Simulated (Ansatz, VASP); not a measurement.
**One calculation of BN, two programs**

INCAR

```
SYSTEM = BN
ALGO = Normal ; EDIFF = 1E-7
ENCUT = 520 ; GGA = PE
ISIF = 2 ; ISMEAR = 0
LASPH = .True. ; LCHARG = .True.
LELF = .True. ; LREAL = .False.
LVHAR = .True. ; LWAVE = .False.
NBANDS = 11 ; NELM = 80
PREC = Accurate ; SIGMA = 0.05
```

Contents of KPOINTS:

```
k-points
0
Gamma
  12 12 12
  0 0 0
```

File POSCAR:

```
BN
1.0
    0.0000000000      1.7858059850      1.7858059850
    1.7858059850      0.0000000000      1.7858059850
    1.7858059850      1.7858059850      0.0000000000
B N
1 1
Direct
    0.0000000000      0.0000000000      0.0000000000
    0.7500000000      0.7500000000      0.7500000000
```

Input for Ansatz:

```yaml
crystal:
  lattice:
    - [0.0, 1.785805985, 1.785805985]
    - [1.785805985, 0.0, 1.785805985]
    - [1.785805985, 1.785805985, 0.0]
  atoms:
    - { symbol: B, position: [0.0, 0.0, 0.0] }
    - { symbol: "N", position: [0.75, 0.75, 0.75] }
basis:
  ecutwfc: 420
kpoints:
  mp_grid: { grid: [12, 12, 12] }
hamiltonian:
  xc: pbe
scf:
  occupations: { method: gaussian, width: 0.05 }
output:
  forces: true
  stress: true
  eigenvalues: true
```

Change from the starting cell: strain -0.015 along x and y, -0.015 along z, atoms carried along.

Alike in both runs: task single point; functional PBE; k mesh 12 × 12 × 12; occupations gaussian, width 0.05 eV; no spin polarisation.

|  | VASP | Ansatz |
| --- | --- | --- |
| version | VASP 6.6.1 | Ansatz 0.2.0 |
| potentials or method | VASP PAW PBE potentials, release 64 (B, N), cutoff 520 eV | scalar-relativistic, plane waves, PAW |
| valence electrons in the cell | 8 | 8 |

VASP gave:

* gap on the k mesh at the Fermi level (eV): 4.50
* least direct gap on the mesh (eV): 8.99
* pressure (GPa): 18.2

Problem. Which values does Ansatz return?

Solution. gap on the k mesh at the Fermi level (eV): 4.51; least direct gap on the mesh (eV): 9.00; pressure (GPa): 17.8.
